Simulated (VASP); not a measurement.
Write the native input for VASP 6.6.1 that does the following.

* Task: single point
* Functional: r2SCAN
* Potentials or basis: VASP PAW PBE potentials, release 64 (Sn_d, Te)
* Cutoff: 520 eV
* k mesh: 8 × 8 × 8
* Occupations: gaussian, width 0.01 eV
* Spin: no spin polarisation
* Dipole correction: no
* Further INCAR settings: ALGO = Normal; EDIFF = 1e-07; NBANDS = 17

Crystal: SnTe.

```xyz
2
Lattice="0.0000 3.1316 3.1316 3.1316 0.0000 3.1316 3.1316 3.1316 0.0000" Properties=species:S:1:pos:R:3 pbc="T T T"
Sn    0.0000    0.0000    0.0000
Te    3.1316    3.1316    3.1316
```

This cell differs from its parent crystal: strain -1.8%.

One way to write it, as run:

POSCAR

```
SnTe
1.0
    0.0000000000      3.1316031595      3.1316031595
    3.1316031595      0.0000000000      3.1316031595
    3.1316031595      3.1316031595      0.0000000000
Sn Te
1 1
Direct
    0.0000000000      0.0000000000      0.0000000000
    0.5000000000      0.5000000000      0.5000000000
```

INCAR.step1

```
PREC = Accurate
ENCUT = 520
ISMEAR = 0
SIGMA = 0.01
LREAL = F
LASPH = T
NELM = 80
NBANDS = 17
GGA = PE
ALGO = Normal
EDIFF = 1E-4
LWAVE = T
LCHARG = F
```

INCAR.step2

```
PREC = Accurate
ENCUT = 520
EDIFF = 1E-7
ISMEAR = 0
SIGMA = 0.01
LREAL = F
LASPH = T
NELM = 80
ALGO = Normal
ISIF = 2
LWAVE = F
LCHARG = F
METAGGA = R2SCAN
LMIXTAU = T
NBANDS = 17
ISTART = 1
```

KPOINTS

```
Automatic mesh
0
Gamma
  8 8 8
```

Potentials or basis: VASP PAW PBE potentials, release 64 (Sn_d, Te).

Run with:

```sh
$ cat potpaw_PBE.64/Sn_d/POTCAR potpaw_PBE.64/Te/POTCAR > POTCAR
$ cp INCAR.step1 INCAR
$ mpirun -np 1 vasp_std > vasp.out
$ cp INCAR.step2 INCAR
$ mpirun -np 1 vasp_std > vasp.out
```

Results of the run:

The pressure is 2.5 GPa. The band gap on the k mesh is 0.03 eV, direct.

Caveat: the cell differs from its parent crystal (strain -1.8%); the PAW data sets were made with another functional, which shifts forces and pressure a little; spin-orbit coupling is left out, which moves the levels of the heavy elements.

Run time: 79 s on 1 thread of Intel(R) Xeon(R) Platinum 8559C (Emerald Rapids), with other jobs on the host, peak memory 0.22 GiB.
